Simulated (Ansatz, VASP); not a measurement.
# GaP in VASP and in Ansatz

File INCAR:

```
SYSTEM = GaP
PREC     = Accurate       ! precision mode
ENCUT    = 520            ! plane-wave cutoff, eV
EDIFF    = 1E-7           ! SCF threshold, eV
ISMEAR   = -1             ! smearing method
SIGMA    = 0.05           ! smearing width, eV
LREAL    = .False.        ! projectors in reciprocal space
LASPH    = .True.         ! aspherical terms in the spheres
NELM     = 100            ! most SCF steps
ALGO     = Normal         ! electronic algorithm
ISIF     = 2              ! what is computed and relaxed
LWAVE    = .False.        ! write WAVECAR
LCHARG   = .False.        ! write CHGCAR
GGA      = RE             ! functional
NBANDS   = 16             ! bands
```

KPOINTS

```
Automatic mesh
0
Gamma
  8 8 8
  0 0 0
```

File POSCAR:

```
GaP
1.0
    0.0000000000      2.7432985392      2.7432985392
    2.7432985392      0.0000000000      2.7432985392
    2.7432985392      2.7432985392      0.0000000000
Ga P
1 1
Direct
    0.0000000000      0.0000000000      0.0000000000
    0.7500000000      0.7500000000      0.7500000000
```

Contents of input.yaml:

```yaml
crystal:
  lattice:
    - [0.0, 2.7432985392, 2.7432985392]
    - [2.7432985392, 0.0, 2.7432985392]
    - [2.7432985392, 2.7432985392, 0.0]
  atoms:
    - { symbol: Ga, position: [0.0, 0.0, 0.0] }
    - { symbol: P, position: [0.75, 0.75, 0.75] }
hamiltonian:
  xc: revpbe
  pseudopotentials: { kind: paw }
kpoints:
  mp_grid: { grid: [8, 8, 8] }
scf:
  occupations: { method: fermi_dirac, width: 0.05 }
output:
  forces: true
  stress: true
  eigenvalues: true
```

Alike in both runs: task single point; functional revPBE; k mesh 8 × 8 × 8; occupations fermi-dirac, width 0.05 eV; no spin polarisation.

```csv
,VASP,Ansatz
version,VASP 6.6.1,Ansatz 0.2.0
potentials or method,"VASP PAW PBE potentials, release 64 (Ga_d, P)",Ansatz PAW
plane-wave cutoff (eV),520,420
valence electrons in the cell,18,18
```

```csv
,VASP,Ansatz,Ansatz less VASP
gap on the k mesh at the Fermi level (eV),1.68,1.69,+0.003
least direct gap on the mesh (eV),1.76,1.76,-0.001
pressure (GPa),2.3,2.3,+0.07
```

VASP's potentials were made for PBE, not for revPBE.
